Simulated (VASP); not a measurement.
# MoS2 in VASP: further runs

Runs on MoS2. Level: PBEsol. Tasks: single point.

Everything below comes from runs of VASP 6.6.1. Logs are shortened: lines on timing, memory, paths and dates and some standing lists are left out, and cuts for length are marked.

### Step 1. The cell of the first run

The cell holds a slab with vacuum, 9 atoms: a = 3.141 Å, b = 3.142 Å, c = 28.024 Å, α = 87.40°, β = 90.00°, γ = 119.99°.

### Step 2. Single point, PBEsol (strain +0.0525 x Voigt [0, 0, 0, 1, 0, 0])

INCAR reads:

```
ALGO     = Normal         # electronic algorithm
EDIFF    = 1E-6           # SCF threshold, eV
ENCUT    = 520            # plane-wave cutoff, eV
GGA      = PS             # functional
ISIF     = 2              # what is computed and relaxed
ISMEAR   = 0              # smearing method
LASPH    = T              # aspherical terms in the spheres
LCHARG   = F              # write CHGCAR
LREAL    = F              # projectors in reciprocal space
LWAVE    = F              # write WAVECAR
NBANDS   = 49             # bands
NELM     = 100            # most SCF steps
PREC     = Accurate       # precision mode
SIGMA    = 0.05           # smearing width, eV
```

KPOINTS reads:

```
k-points
0
Gamma
  12 12 1
```

POSCAR reads:

```
MoS2
1.0
    3.1407285108      0.0000000000      0.0000000000
   -1.5703642554      2.7199506767      0.0713987053
    0.0000000000      0.7353650455     28.0139064959
Mo S
3 6
Direct
    0.6666666667      0.3333333333      0.0000000000
    0.3333333333      0.6666666667      0.7755311770
    0.3333333333      0.6666666667      0.2244688230
    0.3333333333      0.6666666667      0.0556609006
    0.6666666667      0.3333333333      0.8311968859
    0.6666666667      0.3333333333      0.2800842459
    0.3333333333      0.6666666667      0.9443390994
    0.6666666667      0.3333333333      0.7199157541
    0.6666666667      0.3333333333      0.1688031141
```

Potentials or basis: VASP PAW PBE potentials, release 64 (Mo_sv, S).

Launch:

```bash
cat potpaw_PBE.64/Mo_sv/POTCAR potpaw_PBE.64/S/POTCAR > POTCAR
mpirun -np 1 vasp_std > vasp.out
```

OUTCAR:

```text
EDIFF = 1E-6
   ENCUT = 520
   GGA = PS
   ISIF = 2
   ISMEAR = 0
   LASPH = T
   LREAL = F
   NELM = 100
   PREC = Accurate

 ion  position               nearest neighbor table
   1  0.667  0.333  0.000-   4 2.33   7 2.36   7 2.36   4 2.42   4 2.42   7 2.45
   2  0.333  0.667  0.776-   8 2.33   5 2.36   5 2.36   8 2.42   8 2.42   5 2.45
   3  0.333  0.667  0.224-   9 2.33   6 2.36   6 2.36   9 2.42   9 2.42   6 2.45
   4  0.333  0.667  0.056-   1 2.33   1 2.42   1 2.42
   5  0.667  0.333  0.831-   2 2.36   2 2.36   2 2.45
   6  0.667  0.333  0.280-   3 2.36   3 2.36   3 2.45
   7  0.333  0.667  0.944-   1 2.36   1 2.36   1 2.45
   8  0.667  0.333  0.720-   2 2.33   2 2.42   2 2.42
   9  0.667  0.333  0.169-   3 2.33   3 2.42   3 2.42

  LATTYP: Found a base centered monoclinic cell.
 ALAT       =     5.4417752467
 B/A-ratio  =     0.5771514567
 C/A-ratio  =     5.1497085473
 COS(beta)  =    -0.0524638491

  Lattice vectors:

 A1 = (  -1.5703642554,  -2.7199506767,  -0.0713987053)
 A2 = (   1.5703642554,  -2.7199506767,  -0.0713987053)
 A3 = (   0.0000000000,   0.7353650455,  28.0139064959)

Analysis of symmetry for initial positions (statically):
=====================================================================
 Subroutine PRICEL returns:
 Original cell was already a primitive cell.

 Routine SETGRP: Setting up the symmetry group for a
 base centered monoclinic supercell.

 Subroutine GETGRP returns: Found  2 space group operations
 (whereof  2 operations were pure point group operations)
 out of a pool of  4 trial point group operations.

The static configuration has the point symmetry C_1h.

Analysis of symmetry for dynamics (positions and initial velocities):
=====================================================================
 Subroutine PRICEL returns:
 Original cell was already a primitive cell.

 Routine SETGRP: Setting up the symmetry group for a
 base centered monoclinic supercell.

 Subroutine GETGRP returns: Found  2 space group operations
 (whereof  2 operations were pure point group operations)
 out of a pool of  4 trial point group operations.

The dynamic configuration has the point symmetry C_1h.

 Subroutine INISYM returns: Found  2 space group operations
 (whereof  2 operations are pure point group operations),
 and found     1 'primitive' translations

----------------------------------------------------------------------------------------

                                     Primitive cell

  volume of cell :     239.1474

  direct lattice vectors                    reciprocal lattice vectors
     3.140728511  0.000000000  0.000000000     0.318397466  0.183953618 -0.004828782
    -1.570364255  2.719950677  0.071398705     0.000000000  0.367907237 -0.009657565
     0.000000000  0.735365046 28.013906496     0.000000000 -0.000937681  0.035721171

  length of vectors
     3.140728511  3.141539965 28.023556500     0.367748824  0.368033970  0.035733476

  position of ions in fractional coordinates (direct lattice)
     0.666666667  0.333333333  0.000000000
     0.333333333  0.666666667  0.775531177
     0.333333333  0.666666667  0.224468823
     0.333333333  0.666666667  0.055660901
     0.666666667  0.333333333  0.831196886
     0.666666667  0.333333333  0.280084246
     0.333333333  0.666666667  0.944339099
     0.666666667  0.333333333  0.719915754
     0.666666667  0.333333333  0.168803114

  ion indices of the primitive-cell ions
   primitive index   ion index
                 1           1
                 2           2
                 3           3
                 4           4
                 5           5
                 6           6
                 7           7
                 8           8
                 9           9

----------------------------------------------------------------------------------------

 KPOINTS: k-points

Automatic generation of k-mesh.
 Grid dimensions read from file:
 generate k-points for:   12   12    1

 Generating k-lattice:

  Cartesian coordinates                     Fractional coordinates (reciprocal lattice)
     0.026533122  0.015329468 -0.000402399     0.083333333  0.000000000 -0.000000000
     0.000000000  0.030658936 -0.000804797     0.000000000  0.083333333 -0.000000000
     0.000000000 -0.000937681  0.035721171     0.000000000  0.000000000  1.000000000

  Length of vectors
     0.030645735  0.030669498  0.035733476

  Shift w.r.t. Gamma in fractional coordinates (k-lattice)
     0.000000000  0.000000000  0.000000000

 Subroutine IBZKPT returns following result:
 ===========================================

 Found     43 irreducible k-points:

 Following reciprocal coordinates:
            Coordinates               Weight
  0.000000  0.000000  0.000000      1.000000
  0.083333  0.000000  0.000000      4.000000
  0.166667 -0.000000  0.000000      4.000000
  0.250000 -0.000000  0.000000      4.000000
  0.333333 -0.000000  0.000000      4.000000
  0.416667  0.000000  0.000000      4.000000
[... 16 lines left out ...]
  0.333333  0.166667  0.000000      4.000000
  0.416667  0.166667 -0.000000      4.000000
 [... further k-points ...]
   k-points           NKPTS =     43   k-points in BZ     NKDIM =     43   number of bands    NBANDS=     49
   number of dos      NEDOS =    301   number of ions     NIONS =      9
   total plane-waves  NPLWV = 120960
   dimension x,y,z NGX =    24 NGY =   24 NGZ =  210
   dimension x,y,z NGXF=    48 NGYF=   48 NGZF=  420
   ions per type =               3   6
   NGX,Y,Z   is equivalent  to a cutoff of  12.70, 12.70, 12.46 a.u.
   NGXF,Y,Z  is equivalent  to a cutoff of  25.41, 25.40, 24.92 a.u.
 SYSTEM =  unknown system
   PREC   = accura    normal or accurate (medium, high low for compatibility)
   ISTART =      0    job   : 0-new  1-cont  2-samecut
   ICHARG =      2    charge: 1-file 2-atom 10-const
   ISPIN  =      1    spin polarized calculation?
   LNONCOLLINEAR =      F non collinear calculations
   LSORBIT =      F    spin-orbit coupling
   LASPH  =      T    aspherical Exc in radial PAW
   ENCUT  =  520.0 eV  38.22 Ry    6.18 a.u.   5.84  5.84 52.11*2*pi/ulx,y,z
   NELM   =    100;   NELMIN=  2; NELMDL= -5     # of ELM steps
   EDIFF  = 0.1E-05   stopping-criterion for ELM
   LREAL  =      F    real-space projection
   EDIFFG = 0.1E-04   stopping-criterion for IOM
   NSW    =      0    number of steps for IOM
   IBRION =     -1    ionic relax: 0-MD 1-quasi-New 2-CG
   NFREE  =      0    steps in history (QN), initial steepest desc. (CG)
   ISIF   =      2    stress and relaxation
   ISYM   =      2    0-nonsym 1-usesym 2-fastsym
   POTIM  = 0.5000    time-step for ionic-motion
   TEBEG  =    0.0;   TEEND  =   0.0 temperature during run
   PSTRESS=    0.0 pullay stress
   NELECT =      78.0000    total number of electrons
   NUPDOWN=      -1.0000    fix difference up-down
   EMIN   =  10.00;   EMAX   =-10.00  energy-range for DOS
   EFERMI =   0.00;   METHOD = LEGACY
   ISMEAR =     0;   SIGMA  =   0.05  broadening in eV -4-tet -1-fermi 0-gaus
   EFERMI_NEDOS =   21; number of points for ismear=-14 and -15
   IALGO  =     38    algorithm
   IMIX   =      4    mixing-type and parameters
     AMIX     =   0.40;   BMIX     =  1.00
     AMIX_MAG =   1.60;   BMIX_MAG =  1.00
  volume/ion in A,a.u.               =      26.57       179.32
  Fermi-wavevector in a.u.,A,eV,Ry     =   1.126898  2.129528 17.278014  1.269898
  Thomas-Fermi vector in A             =   2.263581
   LORBIT       =      0    0 simple, 1 ext, 2 COOP (PROOUT), +10 PAW based schemes
   GGA     = PS    functional components
   LHFCALC =     F    Hartree Fock is set to
   AEXX    =    0.0000 exact exchange contribution
   IVDW    =     0    specifies the selected vdW correction
   LEPSILON=     F    determine dielectric tensor
   LRPA    =     F    only Hartree local field effects (RPA)
 non-spin polarized calculation
 Gauss-broadening in eV      SIGMA  =   0.05
  energy-cutoff  :      520.00
  volume of cell :      239.15
 maximum number of plane-waves:      6477
   NGX = 11   NGY = 11   NGZ =105

 number of electron      78.0000000 magnetization

 Free energy of the ion-electron system (eV)
  ---------------------------------------------------
  ext. energy  EPLUGINS =         0.00000000
  ---------------------------------------------------
  free energy    TOTEN  =       -70.13435365 eV

  energy without entropy =      -70.13435365  energy(sigma->0) =      -70.13435365

 E-fermi :   3.2805     XC(G=0):  -7.6712

 val. band max:        3.0677507794   @ k =   0.0000   0.0000   0.0000
 cond. band min:       4.2497931421   @ k =   0.1667   0.1667   0.0000
 fundamental gap:      1.1820423627
 Fermi energy:         3.2804758352

 k-point     1 :       0.0000    0.0000    0.0000
  band No.  band energies     occupation
      1     -58.1275      2.00000
      2     -58.1259      2.00000
      3     -58.1259      2.00000
      4     -32.3433      2.00000
      5     -32.3419      2.00000
      6     -32.3418      2.00000
[... 41 lines left out ...]
     48       5.8051      0.00000
     49       5.8261      0.00000

 k-point     2 :       0.0833    0.0000    0.0000
  band No.  band energies     occupation
      1     -58.1245      2.00000
      2     -58.1228      2.00000
      3     -58.1228      2.00000
      4     -32.3375      2.00000
      5     -32.3360      2.00000
      6     -32.3360      2.00000
[... 41 lines left out ...]
     48       5.6601      0.00000
     49       5.7467      0.00000

 k-point     3 :       0.1667   -0.0000    0.0000
  band No.  band energies     occupation
      1     -58.1162      2.00000
      2     -58.1145      2.00000
      3     -58.1145      2.00000
      4     -32.3215      2.00000
      5     -32.3201      2.00000
      6     -32.3200      2.00000
[... 1081 lines left out ...]
     48       6.2452      0.00000
     49       6.9439      0.00000

 k-point    24 :       0.4167    0.1667   -0.0000
  band No.  band energies     occupation
      1     -58.0794      2.00000
      2     -58.0778      2.00000
      3     -58.0777      2.00000
      4     -32.4757      2.00000
      5     -32.4740      2.00000
      6     -32.4740      2.00000
[... 41 lines left out ...]
     48       6.3538      0.00000
     49       6.9028      0.00000

 [... further k-points ...]
[... 5 lines left out ...]
  --------------------------------------------------------------------------------------
  -------------------------------------------------------------------------------------
  Total        0.3669645      0.6820825      0.6403937      0.0000000     -7.4833521      0.0000000
  in kB        2.4584928      4.5696374      4.2903416      0.0000000    -50.1350003      0.0000000
  external PRESSURE =       3.7728239 kB  Pullay stress =       0.0000000 kB

 VOLUME and BASIS-vectors are now :
 -----------------------------------------------------------------------------
  energy-cutoff  :      520.00
  volume of cell :      239.15
      direct lattice vectors                 reciprocal lattice vectors
     3.140728511  0.000000000  0.000000000     0.318397466  0.183953618 -0.004828782
    -1.570364255  2.719950677  0.071398705     0.000000000  0.367907237 -0.009657565
     0.000000000  0.735365046 28.013906496     0.000000000 -0.000937681  0.035721171

 POSITION                                       TOTAL-FORCE (eV/Angst)
 -----------------------------------------------------------------------------------
      1.57036      0.90665      0.02380         0.000000      0.100880     -0.005796
     -0.00000      2.38360     21.77326         0.000000     -0.099650      0.005682
     -0.00000      1.97837      6.33585         0.000000     -0.103050      0.006028
     -0.00000      1.85423      1.60688        -0.000000     -0.822673      0.088098
      1.57036      1.51788     23.30887        -0.000000     -0.716920      0.082966
      1.57036      1.11261      7.87005         0.000000     -0.737777      0.089946
     -0.00000      2.50773     26.50223         0.000000      0.715947     -0.081452
      1.57036      1.43605     20.19145         0.000000      0.839230     -0.095850
      1.57036      1.03078      4.75263         0.000000      0.824013     -0.089622
 -----------------------------------------------------------------------------------
    total drift:                                0.000000      0.000024      0.000009

  FREE ENERGIE OF THE ION-ELECTRON SYSTEM (eV)
  ---------------------------------------------------
  free  energy   TOTEN  =       -70.1343536543 eV

  energy  without entropy=      -70.1343536543  energy(sigma->0) =      -70.13435365
```

It took 11 min on 1 thread of Intel Xeon Platinum 8375C at 2.90GHz (Ice Lake), shared host; peak memory 0.57 GiB.

Results:

* Free energy: -70.1344 eV
* Largest force: 0.845 eV/Å
* Band gap on the k mesh: 1.18 eV (least direct gap 1.75 eV)

Forces on the atoms (eV/Å):
```
Mo   0.000  0.101 -0.006
Mo   0.000 -0.100  0.006
Mo   0.000 -0.103  0.006
S    0.000 -0.823  0.088
S    0.000 -0.717  0.083
S    0.000 -0.738  0.090
S    0.000  0.716 -0.081
S    0.000  0.839 -0.096
S    0.000  0.824 -0.090
```

Caveat: the cell differs from its parent crystal (strain +0.0525 x Voigt [0, 0, 0, 1, 0, 0]); there is no dipole correction, which matters where the two faces differ; the PAW data sets were made with another functional, which shifts forces and pressure a little.

[end of part 1 of 2]
